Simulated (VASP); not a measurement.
# Sn (Im-3m) in VASP: notebook, part 2 of 2

VASP 6.6.1.

## Step 4: Single point, LDA

The input, INCAR:

```
PREC = Accurate ; ENCUT = 500
EDIFF = 1E-6 ; ISMEAR = -1
SIGMA = 0.1 ; LREAL = F
LASPH = T ; NELM = 120
ALGO = Normal ; ISIF = 2
LWAVE = F ; LCHARG = F
NBANDS = 13 ; GGA_COMPAT = F
```

The input, KPOINTS:

```
Automatic mesh
0
Gamma
  6 6 6
```

The input, POSCAR:

```
Sn
1.0
   -1.8946520000      1.8946520000      1.8946520000
    1.8946520000     -1.8946520000      1.8946520000
    1.8946520000      1.8946520000     -1.8946520000
Sn
1
Direct
    0.0000000000      0.0000000000      0.0000000000
```

Potentials or basis: VASP PAW LDA potentials, release 64 (Sn_d).

Command:

```sh
$ cat potpaw_LDA.64/Sn_d/POTCAR > POTCAR
$ mpirun -np 1 vasp_std > vasp.out
```

OUTCAR:

```text
PREC = Accurate
   ENCUT = 500
   EDIFF = 1E-6
   ISMEAR = -1
   LREAL = F
   LASPH = T
   NELM = 120
   ISIF = 2

 ion  position               nearest neighbor table
   1  0.000  0.000  0.000-

  LATTYP: Found a body centered cubic cell.
 ALAT       =     3.7893040000

  Lattice vectors:

 A1 = (  -1.8946520000,   1.8946520000,   1.8946520000)
 A2 = (   1.8946520000,  -1.8946520000,   1.8946520000)
 A3 = (   1.8946520000,   1.8946520000,  -1.8946520000)

Analysis of symmetry for initial positions (statically):
=====================================================================
 Subroutine PRICEL returns:
 Original cell was already a primitive cell.

 Routine SETGRP: Setting up the symmetry group for a
 body centered cubic supercell.

 Subroutine GETGRP returns: Found 48 space group operations
 (whereof 48 operations were pure point group operations)
 out of a pool of 48 trial point group operations.

The static configuration has the point symmetry O_h .

Analysis of symmetry for dynamics (positions and initial velocities):
=====================================================================
[... 157 lines left out ...]
      3     -13.6504      2.00000
      4     -13.5096      2.00000
      5     -13.5096      2.00000
      6      -3.2915      2.00000
      7      15.6254      0.00000
      8      15.6254      0.00000
      9      15.6254      0.00000
     10      20.0140      0.00000
     11      20.0140      0.00000
     12      20.0140      0.00000
     13      20.5960      0.00000
[... 226 lines left out ...]
  band No.  band energies     occupation
      1     -13.6699      2.00000
      2     -13.6699      2.00000
      3     -13.4462      2.00000
      4     -13.4462      2.00000
      5     -13.4462      2.00000
      6       5.1891      2.00000
      7       7.3145      1.99301
      8       7.3145      1.99301
      9       7.3145      1.99301
     10      11.7622      0.00000
     11      11.7622      0.00000
     12      26.0103      0.00000
     13      28.5993      0.00000

------------------------ aborting loop because EDIFF is reached ----------------------------------------

  FORCE on cell =-STRESS in cart. coord.  units (eV):
  Direction    XX          YY          ZZ          XY          YZ          ZX
  --------------------------------------------------------------------------------------
  -------------------------------------------------------------------------------------
  Total       -0.5934021     -0.5934021     -0.5934021      0.0000000     -0.0000000      0.0000000
  in kB      -34.9471133    -34.9471133    -34.9471133      0.0000000     -0.0000000      0.0000000
  external PRESSURE =     -34.9471133 kB  Pullay stress =       0.0000000 kB

 VOLUME and BASIS-vectors are now :
 -----------------------------------------------------------------------------
  energy-cutoff  :      500.00
  volume of cell :       27.20
      direct lattice vectors                 reciprocal lattice vectors
    -1.894652000  1.894652000  1.894652000     0.000000000  0.263900706  0.263900706
     1.894652000 -1.894652000  1.894652000     0.263900706  0.000000000  0.263900706
     1.894652000  1.894652000 -1.894652000     0.263900706  0.263900706  0.000000000

 POSITION                                       TOTAL-FORCE (eV/Angst)
 -----------------------------------------------------------------------------------
      0.00000      0.00000      0.00000         0.000000      0.000000     -0.000000
 -----------------------------------------------------------------------------------
    total drift:                               -0.000000      0.000000      0.000000

  FREE ENERGIE OF THE ION-ELECTRON SYSTEM (eV)
  ---------------------------------------------------
  free  energy   TOTEN  =        -4.4545640976 eV

  energy  without entropy=       -4.4466812485  energy(sigma->0) =       -4.45062267
```

Wall time 3.2 s (1 thread of Intel Xeon 6975P-C (Granite Rapids), shared host); peak memory 0.12 GiB.

What came out:

```yaml
Free_energy: -4.4546 eV
Pressure: -3.5 GPa
Band_gap_on_the_k_mesh: zero (bands 7 and 8 overlap by 10.25 eV)
```

Levels at points of the mesh, in eV from the Fermi level:
```tsv
k point	band 3	band 4	band 5	band 6	band 7	band 8	band 9	band 10	band 11	band 12
(0.00, 0.00, 0.00)	-21.53	-21.39	-21.39	-11.17	7.75	7.75	7.75	12.13	12.13	12.13
(0.50, 0.00, 0.00)	-21.40	-21.40	-21.31	-6.55	-4.46	3.46	5.32	7.94	8.28	14.87
(0.50, 0.50, 0.50)	-21.33	-21.33	-21.33	-2.69	-0.57	-0.57	-0.57	3.88	3.88	18.13
```

Caveat: the k points lie up to 0.39 Å⁻¹ apart, too coarse for converged energies and pressures of a metal; spin-orbit coupling is left out, which moves the levels of the heavy elements.

## Step 5: Single point, LDA

The input, INCAR:

```
  PREC = Accurate
  ENCUT = 500
  EDIFF = 1E-6
  ISMEAR = -1
  SIGMA = 0.1
  LREAL = F
  LASPH = T
  NELM = 120
  ALGO = Normal
  ISIF = 2
  LWAVE = F
  LCHARG = T
  GGA = CA
  LELF = T
  LVHAR = T
  NBANDS = 13
  GGA_COMPAT = F
```

The input, KPOINTS:

```
regular mesh
0
Gamma
  8 8 8
```

POSCAR is that of step 4.

Potentials or basis: VASP PAW LDA potentials, release 64 (Sn_d).

Command:

```sh
$ cat potpaw_LDA.64/Sn_d/POTCAR > POTCAR
$ mpirun -np 1 vasp_std > vasp.out
```

OUTCAR:

```text
PREC = Accurate
   ENCUT = 500
   EDIFF = 1E-6
   ISMEAR = -1
   LREAL = F
   LASPH = T
   NELM = 120
   ISIF = 2
   GGA = CA

 ion  position               nearest neighbor table
   1  0.000  0.000  0.000-

  LATTYP: Found a body centered cubic cell.
 ALAT       =     3.7893040000

  Lattice vectors:

 A1 = (  -1.8946520000,   1.8946520000,   1.8946520000)
 A2 = (   1.8946520000,  -1.8946520000,   1.8946520000)
 A3 = (   1.8946520000,   1.8946520000,  -1.8946520000)

Analysis of symmetry for initial positions (statically):
=====================================================================
 Subroutine PRICEL returns:
 Original cell was already a primitive cell.

 Routine SETGRP: Setting up the symmetry group for a
 body centered cubic supercell.

 Subroutine GETGRP returns: Found 48 space group operations
 (whereof 48 operations were pure point group operations)
 out of a pool of 48 trial point group operations.

The static configuration has the point symmetry O_h .

Analysis of symmetry for dynamics (positions and initial velocities):
=====================================================================
 Subroutine PRICEL returns:
 Original cell was already a primitive cell.

 Routine SETGRP: Setting up the symmetry group for a
 body centered cubic supercell.

 Subroutine GETGRP returns: Found 48 space group operations
 (whereof 48 operations were pure point group operations)
 out of a pool of 48 trial point group operations.

The dynamic configuration has the point symmetry O_h .

 Subroutine INISYM returns: Found 48 space group operations
 (whereof 48 operations are pure point group operations),
 and found     1 'primitive' translations

----------------------------------------------------------------------------------------

                                     Primitive cell

  volume of cell :      27.2050

  direct lattice vectors                    reciprocal lattice vectors
    -1.894652000  1.894652000  1.894652000     0.000000000  0.263900706  0.263900706
     1.894652000 -1.894652000  1.894652000     0.263900706  0.000000000  0.263900706
     1.894652000  1.894652000 -1.894652000     0.263900706  0.263900706  0.000000000

  length of vectors
     3.281633527  3.281633527  3.281633527     0.373211957  0.373211957  0.373211957

  position of ions in fractional coordinates (direct lattice)
     0.000000000  0.000000000  0.000000000

  ion indices of the primitive-cell ions
   primitive index   ion index
                 1           1

----------------------------------------------------------------------------------------

 KPOINTS: regular mesh

Automatic generation of k-mesh.
 Grid dimensions read from file:
 generate k-points for:    8    8    8

 Generating k-lattice:

  Cartesian coordinates                     Fractional coordinates (reciprocal lattice)
     0.000000000  0.032987588  0.032987588     0.125000000  0.000000000  0.000000000
     0.032987588  0.000000000  0.032987588     0.000000000  0.125000000  0.000000000
     0.032987588  0.032987588  0.000000000     0.000000000  0.000000000  0.125000000

  Length of vectors
     0.046651495  0.046651495  0.046651495

  Shift w.r.t. Gamma in fractional coordinates (k-lattice)
     0.000000000  0.000000000  0.000000000

 Subroutine IBZKPT returns following result:
 ===========================================

 Found     29 irreducible k-points:

 Following reciprocal coordinates:
            Coordinates               Weight
  0.000000  0.000000  0.000000      1.000000
  0.125000  0.000000  0.000000     12.000000
  0.250000  0.000000  0.000000     12.000000
  0.375000  0.000000  0.000000     12.000000
  0.500000  0.000000  0.000000      6.000000
  0.125000  0.125000  0.000000     24.000000
[... 16 lines left out ...]
 -0.250000  0.250000  0.250000      6.000000
 -0.375000  0.375000  0.250000     24.000000
 [... further k-points ...]
   k-points           NKPTS =     29   k-points in BZ     NKDIM =     29   number of bands    NBANDS=     13
   number of dos      NEDOS =    301   number of ions     NIONS =      1
   total plane-waves  NPLWV =  13824
   dimension x,y,z NGX =    24 NGY =   24 NGZ =   24
   dimension x,y,z NGXF=    48 NGYF=   48 NGZF=   48
   ions per type =               1
   NGX,Y,Z   is equivalent  to a cutoff of  12.16, 12.16, 12.16 a.u.
   NGXF,Y,Z  is equivalent  to a cutoff of  24.32, 24.32, 24.32 a.u.
 SYSTEM =  unknown system
   PREC   = accura    normal or accurate (medium, high low for compatibility)
   ISTART =      0    job   : 0-new  1-cont  2-samecut
   ICHARG =      2    charge: 1-file 2-atom 10-const
   ISPIN  =      1    spin polarized calculation?
   LNONCOLLINEAR =      F non collinear calculations
   LSORBIT =      F    spin-orbit coupling
   LASPH  =      T    aspherical Exc in radial PAW
   ENCUT  =  500.0 eV  36.75 Ry    6.06 a.u.   5.98  5.98  5.98*2*pi/ulx,y,z
   NELM   =    120;   NELMIN=  2; NELMDL= -5     # of ELM steps
   EDIFF  = 0.1E-05   stopping-criterion for ELM
   LREAL  =      F    real-space projection
   EDIFFG = 0.1E-04   stopping-criterion for IOM
   NSW    =      0    number of steps for IOM
   IBRION =     -1    ionic relax: 0-MD 1-quasi-New 2-CG
   NFREE  =      0    steps in history (QN), initial steepest desc. (CG)
   ISIF   =      2    stress and relaxation
   ISYM   =      2    0-nonsym 1-usesym 2-fastsym
   POTIM  = 0.5000    time-step for ionic-motion
   TEBEG  =    0.0;   TEEND  =   0.0 temperature during run
   PSTRESS=    0.0 pullay stress
   NELECT =      14.0000    total number of electrons
   NUPDOWN=      -1.0000    fix difference up-down
   EMIN   =  10.00;   EMAX   =-10.00  energy-range for DOS
   EFERMI =   0.00;   METHOD = LEGACY
   ISMEAR =    -1;   SIGMA  =   0.10  broadening in eV -4-tet -1-fermi 0-gaus
   EFERMI_NEDOS =   21; number of points for ismear=-14 and -15
   IALGO  =     38    algorithm
   IMIX   =      4    mixing-type and parameters
     AMIX     =   0.40;   BMIX     =  1.00
     AMIX_MAG =   1.60;   BMIX_MAG =  1.00
  volume/ion in A,a.u.               =      27.20       183.59
  Fermi-wavevector in a.u.,A,eV,Ry     =   1.311902  2.479135 23.416808  1.721087
  Thomas-Fermi vector in A             =   2.442331
   LORBIT       =      0    0 simple, 1 ext, 2 COOP (PROOUT), +10 PAW based schemes
   GGA     = CA    functional components
   LHFCALC =     F    Hartree Fock is set to
   AEXX    =    0.0000 exact exchange contribution
   IVDW    =     0    specifies the selected vdW correction
   LEPSILON=     F    determine dielectric tensor
   LRPA    =     F    only Hartree local field effects (RPA)
 non-spin polarized calculation
  energy-cutoff  :      500.00
  volume of cell :       27.20
 maximum number of plane-waves:       703
   NGX = 11   NGY = 11   NGZ = 11

 number of electron      13.9999996 magnetization

 Free energy of the ion-electron system (eV)
  ---------------------------------------------------
  ext. energy  EPLUGINS =         0.00000000
  ---------------------------------------------------
  free energy    TOTEN  =        -4.42270478 eV

  energy without entropy =       -4.39436406  energy(sigma->0) =       -4.40853442

 E-fermi :   7.7367     XC(G=0): -10.6002

 val. band max:        7.6947948352   @ k =   0.5000   0.5000   0.3750
 cond. band min:       7.9862839123   @ k =  -0.3750   0.5000   0.1250
 fundamental gap:      0.2914890772
 Fermi energy:         7.7367131463

 k-point     1 :       0.0000    0.0000    0.0000
  band No.  band energies     occupation
      1     -13.6445      2.00000
      2     -13.6445      2.00000
      3     -13.6445      2.00000
      4     -13.5033      2.00000
      5     -13.5033      2.00000
      6      -3.2907      2.00000
      7      15.6269      0.00000
      8      15.6269      0.00000
      9      15.6269      0.00000
     10      20.0140      0.00000
     11      20.0140      0.00000
     12      20.0140      0.00000
     13      20.5972      0.00000

 k-point     2 :       0.1250    0.0000    0.0000
  band No.  band energies     occupation
      1     -13.6512      2.00000
      2     -13.6348      2.00000
      3     -13.6122      2.00000
      4     -13.5107      2.00000
      5     -13.5043      2.00000
      6      -2.9510      2.00000
      7      13.2104      0.00000
      8      14.5400      0.00000
      9      15.2117      0.00000
     10      18.0727      0.00000
     11      18.4426      0.00000
[... 339 lines left out ...]
 k-point    24 :      -0.3750    0.3750    0.2500
  band No.  band energies     occupation
      1     -13.6094      2.00000
      2     -13.5713      2.00000
      3     -13.5627      2.00000
      4     -13.5184      2.00000
      5     -13.4651      2.00000
      6       1.0364      2.00000
      7       6.8721      1.99965
      8       9.1535      0.00000
      9      10.3237      0.00000
     10      13.9993      0.00000
     11      18.7201      0.00000
     12      21.0799      0.00000
     13      21.7731      0.00000

 [... further k-points ...]
[... 5 lines left out ...]
  --------------------------------------------------------------------------------------
  -------------------------------------------------------------------------------------
  Total       -0.5122972     -0.5122972     -0.5122972      0.0000000      0.0000000     -0.0000000
  in kB      -30.1706209    -30.1706209    -30.1706209      0.0000000      0.0000000     -0.0000000
  external PRESSURE =     -30.1706209 kB  Pullay stress =       0.0000000 kB

 VOLUME and BASIS-vectors are now :
 -----------------------------------------------------------------------------
  energy-cutoff  :      500.00
  volume of cell :       27.20
      direct lattice vectors                 reciprocal lattice vectors
    -1.894652000  1.894652000  1.894652000     0.000000000  0.263900706  0.263900706
     1.894652000 -1.894652000  1.894652000     0.263900706  0.000000000  0.263900706
     1.894652000  1.894652000 -1.894652000     0.263900706  0.263900706  0.000000000

 POSITION                                       TOTAL-FORCE (eV/Angst)
 -----------------------------------------------------------------------------------
      0.00000      0.00000      0.00000        -0.000000     -0.000000     -0.000000
 -----------------------------------------------------------------------------------
    total drift:                                0.000000      0.000000     -0.000000

  FREE ENERGIE OF THE ION-ELECTRON SYSTEM (eV)
  ---------------------------------------------------
  free  energy   TOTEN  =        -4.4227047801 eV

  energy  without entropy=       -4.3943640614  energy(sigma->0) =       -4.40853442
```

OSZICAR:

```text
N       E                     dE             d eps       ncg     rms          rms(c)
DAV:   1     0.778426705501E+02    0.77843E+02   -0.70622E+03   784   0.157E+03
DAV:   2     0.902686731560E+00   -0.76940E+02   -0.74437E+02   789   0.333E+02
DAV:   3    -0.432875849669E+01   -0.52314E+01   -0.52183E+01   894   0.712E+01
DAV:   4    -0.443512053313E+01   -0.10636E+00   -0.10634E+00   909   0.107E+01
DAV:   5    -0.443932820247E+01   -0.42077E-02   -0.42075E-02  1004   0.203E+00    0.134E+00
DAV:   6    -0.442719253192E+01    0.12136E-01   -0.11299E-02   949   0.180E+00    0.733E-01
DAV:   7    -0.442295008224E+01    0.42424E-02   -0.65378E-03   939   0.126E+00    0.992E-02
DAV:   8    -0.442270394356E+01    0.24614E-03   -0.56300E-04   939   0.412E-01    0.189E-02
DAV:   9    -0.442270500176E+01   -0.10582E-05   -0.10352E-05  1006   0.365E-02    0.110E-02
DAV:  10    -0.442270478013E+01    0.22164E-06   -0.70337E-07   592   0.116E-02
   1 F= -.44227048E+01 E0= -.44085344E+01  d E =-.283407E-01
```

It took 5.3 s on 1 thread of Intel Xeon 6975P-C (Granite Rapids), shared host; peak memory 0.13 GiB.

What came out:

```
Free energy            : -4.4227 eV
Pressure               : -3.0 GPa
Band gap on the k mesh : zero (bands 7 and 8 overlap by 10.09 eV)
```

Levels at points of the mesh, in eV from the Fermi level:
```tsv
k point	band 3	band 4	band 5	band 6	band 7	band 8	band 9	band 10	band 11	band 12
(0.00, 0.00, 0.00)	-21.38	-21.24	-21.24	-11.03	7.89	7.89	7.89	12.28	12.28	12.28
(0.50, 0.00, 0.00)	-21.25	-21.25	-21.16	-6.41	-4.32	3.60	5.47	8.09	8.42	15.02
(0.50, 0.50, 0.50)	-21.18	-21.18	-21.18	-2.55	-0.42	-0.42	-0.42	4.03	4.03	18.27
```

Caveat: the cell stands under tension; spin-orbit coupling is left out, which moves the levels of the heavy elements.

## Step 6: Summary

```csv
k mesh,gap on the mesh (eV),pressure (GPa)
3 × 3 × 3,none,-5.3
4 × 4 × 4,none,-3.5
6 × 6 × 6,none,-3.5
8 × 8 × 8,none,-3.0
```

Alike in all rows: task single point; level LDA; potentials or basis VASP PAW LDA potentials, release 64 (Sn_d); no spin polarisation; cell as given; cutoff (eV) 500; smearing fermi-dirac 0.1 eV.

Caveats: some runs use coarse meshes; spin-orbit coupling is left out, which moves the levels of the heavy elements; the cell stands under tension (at least some runs).

Total energies depend on the potentials used, so only differences within one code and one set of settings carry meaning.
